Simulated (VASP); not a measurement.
## Sc (a cell with a defect): single point with PBE+D3(BJ)

System: Sc (a cell with a defect).

```xyz
13
Lattice="6.6200 0.0000 0.0000 -4.9650 8.5996 0.0000 0.0000 0.0000 5.2761" Properties=species:S:1:pos:R:3 pbc="T T T"
Sc   -0.0370   -0.1388   -0.0468
Sc   -0.2155    1.5407    2.5279
Sc   -1.7380    2.8142   -0.1582
Sc   -1.7910    4.8550    2.8193
Sc   -3.3695    5.6567    0.4401
Sc   -3.2436    7.7388    2.7250
Sc    3.3721    0.0381   -0.0980
Sc    3.2254    2.0296    2.2888
Sc    1.7247    2.4723   -0.5942
Sc    1.8465    5.2258    3.3427
Sc   -0.3037    5.9888   -0.0577
Sc   -0.0574    7.5546    2.5156
Sc    0.6460    3.9057    6.7120
```

* Program: VASP 6.6.1
* Task: single point
* Functional: PBE
* Dispersion: D3(BJ)
* Potentials or basis: VASP PAW PBE potentials, release 64 (Sc_sv)
* Cutoff: 520 eV
* k mesh: 3 × 2 × 3
* Occupations: gaussian, width 0.05 eV
* Spin: no spin polarisation
* Dipole correction: no
* Further INCAR settings: ALGO = Normal; EDIFF = 1e-06; NBANDS = 84

```
Pressure                   : 1.1 GPa
Largest force              : 0.027 eV/Å
Band gap on the k mesh     : zero (an odd number of electrons rules out a gap without spin polarisation)
Dispersion energy per atom : -0.416 eV
```

Forces on the atoms (eV/Å):
```
Sc   0.018 -0.006  0.010
Sc  -0.004 -0.009 -0.001
Sc  -0.022  0.012  0.002
Sc   0.017  0.012  0.008
Sc  -0.012  0.008  0.020
Sc   0.002 -0.018 -0.014
Sc   0.001  0.008  0.007
Sc   0.018  0.003 -0.008
Sc   0.013 -0.018 -0.016
Sc  -0.001 -0.016  0.001
Sc  -0.009 -0.008 -0.011
Sc  -0.019  0.009 -0.012
Sc  -0.002  0.023  0.014
```

Stress tensor (GPa, compression positive):
```
0.09 0.13 0.41
0.13 1.29 0.85
0.41 0.85 1.79
```

Levels at points of the mesh, in eV from the Fermi level:
```
           k point  band 68  band 69  band 70  band 71  band 72  band 73  band 74  band 75
(0.00, 0.00, 0.00)    -0.47    -0.39    -0.32    -0.19    -0.09     0.01     0.16     0.29
(0.00, 0.50, 0.00)    -0.54    -0.44    -0.32    -0.24    -0.14    -0.06     0.02     0.40
```

Wall time 8.8 min on 1 thread of Intel(R) Xeon(R) Platinum 8375C CPU @ 2.90GHz (Ice Lake), with other jobs on the host, peak memory 0.45 GiB.

Caveat: the k points lie up to 0.40 Å⁻¹ apart, too coarse for converged energies and pressures of a metal.
